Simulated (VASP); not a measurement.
Runs of VASP 6.6.1 on Pd. The structure is that of space group Fm-3m (No. 225), or close to it. The cells are those of the table. 

```csv
task,spin,cell,k mesh,cutoff (eV),smearing,gap on the mesh (eV),pressure (GPa),moment (μB)
relaxation of cell and atoms,off,"relaxed from a = 2.751 Å, angles 60.0°, 1 atom",14 × 14 × 14,600,fermi-dirac 0.1 eV,none,0.0,-
single point,off,"a = 2.780 Å, angles 60.0°, 1 atom",22 × 22 × 22,520,fermi-dirac 0.1 eV,none,6.2,-
single point,off,"a = 2.818 Å, angles 60.0°, 1 atom",22 × 22 × 22,520,fermi-dirac 0.1 eV,none,-0.4,-
single point,"non-collinear, typed start, SOC","a = 2.818 Å, angles 60.0°, 1 atom",14 × 14 × 14,520,fermi-dirac 0.05 eV,-,(a),(b)
single point,off,"a = 2.741 Å, angles 60.0°, 1 atom",22 × 22 × 22,520,fermi-dirac 0.1 eV,none,14.8,-
single point,"collinear, ferromagnetic start","a = 2.892 Å, angles 60.0°, 1 atom",22 × 22 × 22,520,fermi-dirac 0.05 eV,none,-9.3,0.39
single point,off,"a = 2.818 Å, angles 60.0°, 1 atom",14 × 14 × 14,520,fermi-dirac 0.1 eV,none,-0.3,-
```

Alike in all rows: level RPBE; potentials or basis VASP PAW PBE potentials, release 64 (Pd).

Task: Estimate the missing entries.

Result: (a) -0.2; (b) 0.37.

Caveats: the PAW data sets were made with another functional, which shifts forces and pressure a little.

A k mesh can miss the band edges, and rows without SOC leave out spin-orbit coupling on Pd.

A gap of «none» marks levels without a gap at the run's occupations.
